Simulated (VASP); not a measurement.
The system is Rh.

```
Rh
1.0
     2.72255    0.00000    0.00000
    -1.36128    2.35780    0.00000
     0.00000    0.00000    4.38370
Rh
2
Direct
  0.66667 0.33333 0.75000
  0.33333 0.66667 0.25000
```

Base run:

```yaml
Program: VASP 6.6.1
Functional: LDA
Potentials_or_basis: VASP PAW LDA potentials, release 64 (Rh_pv)
Cutoff: 520 eV
k_mesh: 21 × 21 × 12
Occupations: gaussian, width 0.15 eV
Spin: collinear spin, ferromagnetic start
Starting_moments: "[0.25, 0.25] μB"
Fixed_moment: 0.5 μB
```

Its results: pressure -14.6 GPa; site moments Rh +0.25 μB.

Task: The run is repeated on the same cell with these changes: fixed moment from 0.5 μB to 1.25 μB; moments at the start from [0.25, 0.25] to [0.62, 0.62]. What comes out?

Result: Pressure -12.7 GPa; site moments Rh +0.61 μB.

Caveats: the total moment is fixed, so each spin has its own Fermi level.
